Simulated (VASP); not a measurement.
# Al2O3 (R-3c) in VASP: settings compared

Aim: see how the results for Al2O3 move with the level of theory and the settings. Levels: LDA, PBE, r2SCAN. Tasks: relaxation of cell and atoms.

Program: VASP 6.6.1. These are calculated values, not measurements. Logs are shortened: lines on timing, memory, paths and dates and some standing lists are left out, and cuts for length are marked.

## (1) The cell of the first run

It takes space group R-3c (No. 167, trigonal). Conventional cell: a = 4.760 Å, b = 4.760 Å, c = 12.996 Å, α = 90.00°, β = 90.00°, γ = 120.00°. Within 2.5 Å of Al (site symmetry 3) lie 6 O at 1.85 to 1.97 Å. O (site symmetry 2) has 4 Al at 1.85 to 1.97 Å and 12 O at 2.53 to 2.86 Å within 2.9 Å.

## (2) Relaxation of cell and atoms, LDA

Input file INCAR:

```
SYSTEM = Al2O3
ALGO = Normal
EDIFF = 1E-6
EDIFFG = -0.002
ENCUT = 600
IBRION = 2
ISIF = 3
ISMEAR = 0
LASPH = .TRUE.
LCHARG = .FALSE.
LREAL = .FALSE.
LWAVE = .FALSE.
NELM = 80
NSW = 80
PREC = Accurate
SIGMA = 0.01
```

Input file KPOINTS:

```
k-points
0
G
  5 5 5
  0 0 0
```

Input file POSCAR:

```
Al2O3
1.0
    2.3802500000      1.3742379782      4.3318666667
   -2.3802500000      1.3742379782      4.3318666667
    0.0000000000     -2.7484759565      4.3318666667
Al O
4 6
Direct
    0.3521600000      0.3521600000      0.3521600000
    0.1478400000      0.1478400000      0.1478400000
    0.6478400000      0.6478400000      0.6478400000
    0.8521600000      0.8521600000      0.8521600000
    0.5566800000      0.9433200000      0.2500000000
    0.2500000000      0.5566800000      0.9433200000
    0.9433200000      0.2500000000      0.5566800000
    0.4433200000      0.0566800000      0.7500000000
    0.7500000000      0.4433200000      0.0566800000
    0.0566800000      0.7500000000      0.4433200000
```

Potentials or basis: VASP PAW LDA potentials, release 64 (Al, O).

Command:

```console
$ cat potpaw_LDA.64/Al/POTCAR potpaw_LDA.64/O/POTCAR > POTCAR
$ mpirun -np 1 vasp_std > vasp.out
```

OUTCAR:

```text
SYSTEM = Al2O3
   EDIFF = 1E-6
   EDIFFG = -0.002
   ENCUT = 600
   IBRION = 2
   ISIF = 3
   ISMEAR = 0
   LASPH = .TRUE.
   LREAL = .FALSE.
   NELM = 80
   NSW = 80
   PREC = Accurate

 ion  position               nearest neighbor table
   1  0.352  0.352  0.352-   9 1.85  10 1.85   8 1.85   7 1.97   5 1.97   6 1.97   2 2.66   3 2.79
                             3 2.79   3 2.79   2 3.22   2 3.22   2 3.22
   2  0.148  0.148  0.148-  10 1.85   9 1.85   8 1.85   6 1.97   5 1.97   7 1.97   1 2.66   4 2.79
                             4 2.79   4 2.79   1 3.22   1 3.22   1 3.22
   3  0.648  0.648  0.648-   6 1.85   7 1.85   5 1.85  10 1.97   8 1.97   9 1.97   4 2.66   1 2.79
                             1 2.79   1 2.79   4 3.22   4 3.22   4 3.22
   4  0.852  0.852  0.852-   7 1.85   6 1.85   5 1.85   9 1.97   8 1.97  10 1.97   3 2.66   2 2.79
                             2 2.79   2 2.79   3 3.22   3 3.22   3 3.22
   5  0.557  0.943  0.250-   3 1.85   4 1.85   1 1.97   2 1.97
   6  0.250  0.557  0.943-   3 1.85   4 1.85   2 1.97   1 1.97
   7  0.943  0.250  0.557-   4 1.85   3 1.85   1 1.97   2 1.97
   8  0.443  0.057  0.750-   1 1.85   2 1.85   3 1.97   4 1.97
   9  0.750  0.443  0.057-   1 1.85   2 1.85   4 1.97   3 1.97
  10  0.057  0.750  0.443-   2 1.85   1 1.85   3 1.97   4 1.97

  LATTYP: Found a trigonal (rhomboedric) cell.
 ALAT       =     5.1302230849
 COS(alpha) =     0.5694707703

  Lattice vectors:

 A1 = (   2.3802500000,   1.3742379782,   4.3318666667)
 A2 = (  -2.3802500000,   1.3742379782,   4.3318666667)
 A3 = (   0.0000000000,  -2.7484759565,   4.3318666667)

Analysis of symmetry for initial positions (statically):
=====================================================================
 Subroutine PRICEL returns:
 Original cell was already a primitive cell.

 Routine SETGRP: Setting up the symmetry group for a
 trigonal (rhombohedral) supercell.

 Subroutine GETGRP returns: Found 12 space group operations
 (whereof  6 operations were pure point group operations)
 out of a pool of 12 trial point group operations.

The static configuration has the point symmetry S_6 .
 The point group associated with its full space group is D_3d.

Analysis of symmetry for dynamics (positions and initial velocities):
=====================================================================
 Subroutine PRICEL returns:
 Original cell was already a primitive cell.

 Routine SETGRP: Setting up the symmetry group for a
 trigonal (rhombohedral) supercell.

 Subroutine GETGRP returns: Found 12 space group operations
 (whereof  6 operations were pure point group operations)
 out of a pool of 12 trial point group operations.

The dynamic configuration has the point symmetry S_6 .
 The point group associated with its full space group is D_3d.

[... 115 lines left out ...]
   ISYM   =      2    0-nonsym 1-usesym 2-fastsym
   POTIM  = 0.5000    time-step for ionic-motion
   TEBEG  =    0.0;   TEEND  =   0.0 temperature during run
   PSTRESS=    0.0 pullay stress
   NELECT =      48.0000    total number of electrons
   NUPDOWN=      -1.0000    fix difference up-down
   EMIN   =  10.00;   EMAX   =-10.00  energy-range for DOS
   EFERMI =   0.00;   METHOD = LEGACY
   ISMEAR =     0;   SIGMA  =   0.01  broadening in eV -4-tet -1-fermi 0-gaus
   EFERMI_NEDOS =   21; number of points for ismear=-14 and -15
   IALGO  =     38    algorithm
   IMIX   =      4    mixing-type and parameters
     AMIX     =   0.40;   BMIX     =  1.00
     AMIX_MAG =   1.60;   BMIX_MAG =  1.00
  volume/ion in A,a.u.               =       8.50        57.37
  Fermi-wavevector in a.u.,A,eV,Ry     =   1.353064  2.556920 24.909299  1.830782
  Thomas-Fermi vector in A             =   2.480350
   LORBIT       =      0    0 simple, 1 ext, 2 COOP (PROOUT), +10 PAW based schemes
   GGA     = CA    functional components
   LHFCALC =     F    Hartree Fock is set to
   AEXX    =    0.0000 exact exchange contribution
   IVDW    =     0    specifies the selected vdW correction
   LEPSILON=     F    determine dielectric tensor
   LRPA    =     F    only Hartree local field effects (RPA)
 conjugate gradient relaxation of ions
 non-spin polarized calculation
 Gauss-broadening in eV      SIGMA  =   0.01
  energy-cutoff  :      600.00
  volume of cell :       85.02
 maximum number of plane-waves:      2865
 NGX is ok and might be reduce to    42
   NGX = 21   NGY = 21   NGZ = 21

--------------------------------------- Ionic step        1  -------------------------------------------

 number of electron      48.0000003 magnetization

 Free energy of the ion-electron system (eV)
  ---------------------------------------------------
  ext. energy  EPLUGINS =         0.00000000
  ---------------------------------------------------
  free energy    TOTEN  =       -83.10551720 eV

  energy without entropy =      -83.10551720  energy(sigma->0) =      -83.10551720

------------------------ aborting loop because EDIFF is reached ----------------------------------------

  FORCE on cell =-STRESS in cart. coord.  units (eV):
  Direction    XX          YY          ZZ          XY          YZ          ZX
  --------------------------------------------------------------------------------------
  -------------------------------------------------------------------------------------
  Total       -2.5391517     -2.5391517     -2.7624147      0.0000000      0.0000000      0.0000000
  in kB      -47.8507086    -47.8507086    -52.0581352      0.0000000      0.0000000      0.0000000
  external PRESSURE =     -49.2531841 kB  Pullay stress =       0.0000000 kB
[... 113 lines left out ...]
  FREE ENERGIE OF THE ION-ELECTRON SYSTEM (eV)
  ---------------------------------------------------
  free  energy   TOTEN  =       -83.1328697585 eV

  energy  without entropy=      -83.1328697585  energy(sigma->0) =      -83.13286976

[... ionic steps 4 to 11 ...]

--------------------------------------- Ionic step       12  -------------------------------------------

 number of electron      48.0000003 magnetization

------------------------ aborting loop because EDIFF is reached ----------------------------------------
[... 83 lines left out ...]
--------------------------------------- Ionic step       14  -------------------------------------------

 number of electron      48.0000003 magnetization

 Free energy of the ion-electron system (eV)
  ---------------------------------------------------
  ext. energy  EPLUGINS =         0.00000000
  ---------------------------------------------------
  free energy    TOTEN  =       -83.13316227 eV

  energy without entropy =      -83.13316227  energy(sigma->0) =      -83.13316227

 E-fermi :   6.1658     XC(G=0): -12.2599

 val. band max:        6.0437704117   @ k =   0.0000   0.0000   0.0000
 cond. band min:      12.4634009494   @ k =   0.0000   0.0000   0.0000
 fundamental gap:      6.4196305377
 Fermi energy:         6.1657607845

 k-point     1 :       0.0000    0.0000    0.0000
  band No.  band energies     occupation
      1     -13.1302      2.00000
      2     -10.6180      2.00000
      3     -10.3143      2.00000
      4     -10.3143      2.00000
      5      -9.9717      2.00000
      6      -9.9717      2.00000
[... 653 lines left out ...]
  FREE ENERGIE OF THE ION-ELECTRON SYSTEM (eV)
  ---------------------------------------------------
  free  energy   TOTEN  =       -83.1331622726 eV

  energy  without entropy=      -83.1331622726  energy(sigma->0) =      -83.13316227

 reached required accuracy - stopping structural energy minimisation
```

CONTCAR:

```text
Al2O3
   1.00000000000000
     2.3662383303742960    1.3661483369703493    4.2986084757432810
    -2.3662383303742960    1.3661483369703493    4.2986084757432810
    -0.0000000000000000   -2.7322966740393411    4.2986084757430376
  Al              O
     4     6
Direct
     0.3519908899835039    0.3519908899835039    0.3519908899835039
     0.1480091100164959    0.1480091100164959    0.1480091100164959
     0.6480091100164960    0.6480091100164960    0.6480091100164960
     0.8519908899835040    0.8519908899835040    0.8519908899835040
     0.5557516648293398    0.9442483351706602    0.2500000000000000
     0.2499999999999999    0.5557516648293398    0.9442483351706602
     0.9442483351706602    0.2500000000000001    0.5557516648293398
     0.4442483351706601    0.0557516648293399    0.7500000000000000
     0.7500000000000000    0.4442483351706601    0.0557516648293399
     0.0557516648293398    0.7500000000000000    0.4442483351706601

  0.00000000E+00  0.00000000E+00  0.00000000E+00
  0.00000000E+00  0.00000000E+00  0.00000000E+00
  0.00000000E+00  0.00000000E+00  0.00000000E+00
  0.00000000E+00  0.00000000E+00  0.00000000E+00
  0.00000000E+00  0.00000000E+00  0.00000000E+00
  0.00000000E+00  0.00000000E+00  0.00000000E+00
  0.00000000E+00  0.00000000E+00  0.00000000E+00
  0.00000000E+00  0.00000000E+00  0.00000000E+00
  0.00000000E+00  0.00000000E+00  0.00000000E+00
  0.00000000E+00  0.00000000E+00  0.00000000E+00
```

Wall time 7.8 min (1 thread of Intel Xeon 8259CL, shared host); peak memory 0.23 GiB.

Results:

```yaml
Free_energy: -83.1332 eV
Relaxed_volume: 8.34 Å³/atom
Relaxed_cell: a = 5.093 Å, b = 5.093 Å, c = 5.093 Å, α = 55.36°, β = 55.36°, γ = 55.36°
Space_group_after_relaxing_to_0.1_Å: R-3c (No. 167)
Energy_gained_by_relaxing: 2.8 meV/atom
Ionic_steps: 14
Pressure_after_relaxing: 0.0 GPa
Band_gap_on_the_k_mesh: 6.42 eV
```

The path:
| step | energy change (eV) | largest force (eV/Å) | pressure (GPa) | volume (Å³) |
| --- | --- | --- | --- | --- |
| 1 | 0.0000 | 0.1259 | -4.93 | 85.02 |
| 2 | -0.0035 | 0.0671 | 5.05 | 81.84 |
| 3 | -0.0274 | 0.0312 | 0.05 | 83.36 |
| 4 | -0.0273 | 0.0291 | 0.16 | 83.32 |
| 5 | -0.0276 | 0.0129 | 0.07 | 83.35 |
| 6 | -0.0276 | 0.0063 | 0.09 | 83.35 |
| 7 | -0.0276 | 0.0071 | 0.09 | 83.35 |
| 8 | -0.0276 | 0.0027 | -0.06 | 83.40 |
| 9 | -0.0276 | 0.0040 | -0.02 | 83.38 |
| 10 | -0.0276 | 0.0042 | -0.02 | 83.38 |
| 11 | -0.0276 | 0.0056 | 0.04 | 83.36 |
| 12 | -0.0276 | 0.0043 | -0.01 | 83.38 |
| 13 | -0.0276 | 0.0042 | -0.01 | 83.38 |
| 14 | -0.0276 | 0.0012 | -0.01 | 83.37 |

Final structure:
```xyz
10
Lattice="2.3662 1.3661 4.2986 -2.3662 1.3661 4.2986 0.0000 -2.7323 4.2986" Properties=species:S:1:pos:R:3 pbc="T T T"
Al    0.0000    0.0000    4.5392
Al    0.0000    0.0000    1.9087
Al    0.0000    0.0000    8.3566
Al    0.0000    0.0000   10.9871
O    -0.9193    1.3661    7.5226
O    -0.7235   -1.4792    7.5226
O     1.6428    0.1130    7.5226
O     0.9193   -1.3661    5.3733
O     0.7235    1.4792    5.3733
O    -1.6428   -0.1130    5.3733
```

A hybrid or GW would open this gap; LDA tends to underestimate it. Zero-point motion and thermal expansion aren't in these numbers.

## (3) Relaxation of cell and atoms, PBE

Input file INCAR:

```
PREC = Accurate
ENCUT = 600
EDIFF = 1E-6
ISMEAR = 0
SIGMA = 0.01
LREAL = F
LASPH = T
NELM = 80
ALGO = Normal
ISIF = 3
LWAVE = F
LCHARG = F
GGA = PE
IBRION = 2
NSW = 80
EDIFFG = -0.002
```

Input file KPOINTS:

```
regular mesh
0
Gamma
  5 5 5
```

POSCAR is that of step 2.

Potentials or basis: VASP PAW PBE potentials, release 64 (Al, O).

Command:

```console
$ cat potpaw_PBE.64/Al/POTCAR potpaw_PBE.64/O/POTCAR > POTCAR
$ mpirun -np 1 vasp_std > vasp.out
```

OUTCAR:

```text
PREC = Accurate
   ENCUT = 600
   EDIFF = 1E-6
   ISMEAR = 0
   LREAL = F
   LASPH = T
   NELM = 80
   ISIF = 3
   GGA = PE
   IBRION = 2
   NSW = 80
   EDIFFG = -0.002

 ion  position               nearest neighbor table
   1  0.352  0.352  0.352-   9 1.85  10 1.85   8 1.85   7 1.97   5 1.97   6 1.97   2 2.66   3 2.79
                             3 2.79   3 2.79   2 3.22   2 3.22   2 3.22
   2  0.148  0.148  0.148-  10 1.85   9 1.85   8 1.85   6 1.97   5 1.97   7 1.97   1 2.66   4 2.79
                             4 2.79   4 2.79   1 3.22   1 3.22   1 3.22
   3  0.648  0.648  0.648-   6 1.85   7 1.85   5 1.85  10 1.97   8 1.97   9 1.97   4 2.66   1 2.79
                             1 2.79   1 2.79   4 3.22   4 3.22   4 3.22
   4  0.852  0.852  0.852-   7 1.85   6 1.85   5 1.85   9 1.97   8 1.97  10 1.97   3 2.66   2 2.79
                             2 2.79   2 2.79   3 3.22   3 3.22   3 3.22
   5  0.557  0.943  0.250-   3 1.85   4 1.85   1 1.97   2 1.97
   6  0.250  0.557  0.943-   3 1.85   4 1.85   2 1.97   1 1.97
   7  0.943  0.250  0.557-   4 1.85   3 1.85   1 1.97   2 1.97
   8  0.443  0.057  0.750-   1 1.85   2 1.85   3 1.97   4 1.97
   9  0.750  0.443  0.057-   1 1.85   2 1.85   4 1.97   3 1.97
  10  0.057  0.750  0.443-   2 1.85   1 1.85   3 1.97   4 1.97

  LATTYP: Found a trigonal (rhomboedric) cell.
 ALAT       =     5.1302230849
 COS(alpha) =     0.5694707703

  Lattice vectors:

[... 195 lines left out ...]

  FORCE on cell =-STRESS in cart. coord.  units (eV):
  Direction    XX          YY          ZZ          XY          YZ          ZX
  --------------------------------------------------------------------------------------
  -------------------------------------------------------------------------------------
  Total        3.7485355      3.7485355      3.4135104      0.0000000     -0.0000000      0.0000000
  in kB       70.6417360     70.6417360     64.3281352      0.0000000     -0.0000000      0.0000000
  external PRESSURE =      68.5372024 kB  Pullay stress =       0.0000000 kB
[... 113 lines left out ...]
  FREE ENERGIE OF THE ION-ELECTRON SYSTEM (eV)
  ---------------------------------------------------
  free  energy   TOTEN  =       -74.8237445156 eV

  energy  without entropy=      -74.8237445156  energy(sigma->0) =      -74.82374452

[... ionic steps 4 to 12 ...]

--------------------------------------- Ionic step       13  -------------------------------------------

 number of electron      47.9999999 magnetization

------------------------ aborting loop because EDIFF is reached ----------------------------------------
[... 83 lines left out ...]
--------------------------------------- Ionic step       15  -------------------------------------------

 number of electron      47.9999999 magnetization

 Free energy of the ion-electron system (eV)
  ---------------------------------------------------
  ext. energy  EPLUGINS =         0.00000000
  ---------------------------------------------------
  free energy    TOTEN  =       -74.82397319 eV

  energy without entropy =      -74.82397319  energy(sigma->0) =      -74.82397319

 E-fermi :   5.8693     XC(G=0): -11.5471

 val. band max:        5.8204439538   @ k =   0.0000   0.0000   0.0000
 cond. band min:      11.6896555311   @ k =   0.0000   0.0000   0.0000
 fundamental gap:      5.8692115773
 Fermi energy:         5.8693277066

 k-point     1 :       0.0000    0.0000    0.0000
  band No.  band energies     occupation
      1     -13.2078      2.00000
      2     -10.9795      2.00000
      3     -10.7169      2.00000
      4     -10.7169      2.00000
      5     -10.4098      2.00000
      6     -10.4098      2.00000
[... 653 lines left out ...]
  FREE ENERGIE OF THE ION-ELECTRON SYSTEM (eV)
  ---------------------------------------------------
  free  energy   TOTEN  =       -74.8239731904 eV

  energy  without entropy=      -74.8239731904  energy(sigma->0) =      -74.82397319

 reached required accuracy - stopping structural energy minimisation
```

It took 11 min on 1 thread of Intel Xeon 8259CL, shared host; peak memory 0.28 GiB.

Results:

* Free energy: -74.8240 eV
* Relaxed volume: 8.74 Å³/atom
* Relaxed cell: a = 5.177 Å, b = 5.177 Å, c = 5.177 Å, α = 55.31°, β = 55.31°, γ = 55.31°
* Space group after relaxing (to 0.1 Å): R-3c (No. 167)
* Energy gained by relaxing: 5.1 meV/atom
* Ionic steps: 15
* Pressure after relaxing: 0.0 GPa
* Band gap on the k mesh: 5.87 eV

Step by step:
| step | energy change (eV) | largest force (eV/Å) | pressure (GPa) | volume (Å³) |
| --- | --- | --- | --- | --- |
| 1 | 0.0000 | 0.0276 | 6.85 | 85.02 |
| 2 | -0.0141 | 0.0476 | -5.32 | 89.57 |
| 3 | -0.0505 | 0.0372 | -0.02 | 87.44 |
| 4 | -0.0505 | 0.0370 | 0.11 | 87.39 |
| 5 | -0.0507 | 0.0032 | 0.11 | 87.40 |
| 6 | -0.0507 | 0.0030 | 0.11 | 87.40 |
| 7 | -0.0507 | 0.0025 | -0.07 | 87.47 |
| 8 | -0.0507 | 0.0027 | -0.01 | 87.44 |
| 9 | -0.0507 | 0.0027 | -0.02 | 87.44 |
| 10 | -0.0507 | 0.0029 | 0.05 | 87.42 |
| 11 | -0.0507 | 0.0027 | 0.00 | 87.44 |
| 12 | -0.0507 | 0.0027 | 0.00 | 87.44 |
| 13 | -0.0507 | 0.0016 | -0.01 | 87.44 |
| 14 | -0.0507 | 0.0016 | 0.02 | 87.43 |
| 15 | -0.0507 | 0.0003 | 0.00 | 87.44 |

Final structure:
```yaml
crystal:
  lattice:
    - [2.40305, 1.38740, 4.37101]
    - [-2.40305, 1.38740, 4.37101]
    - [0.00000, -2.77480, 4.37101]
  atoms:
    - { symbol: Al, position: [0.35216, 0.35216, 0.35216] }
    - { symbol: Al, position: [0.14784, 0.14784, 0.14784] }
    - { symbol: Al, position: [0.64784, 0.64784, 0.64784] }
    - { symbol: Al, position: [0.85216, 0.85216, 0.85216] }
    - { symbol: O, position: [0.55617, 0.94383, 0.25000] }
    - { symbol: O, position: [0.25000, 0.55617, 0.94383] }
    - { symbol: O, position: [0.94383, 0.25000, 0.55617] }
    - { symbol: O, position: [0.44383, 0.05617, 0.75000] }
    - { symbol: O, position: [0.75000, 0.44383, 0.05617] }
    - { symbol: O, position: [0.05617, 0.75000, 0.44383] }
```

A hybrid or GW would open this gap; PBE tends to underestimate it. PBE usually gives volumes a little too large and moduli too small.

(Part 1 of 2 ends here.)
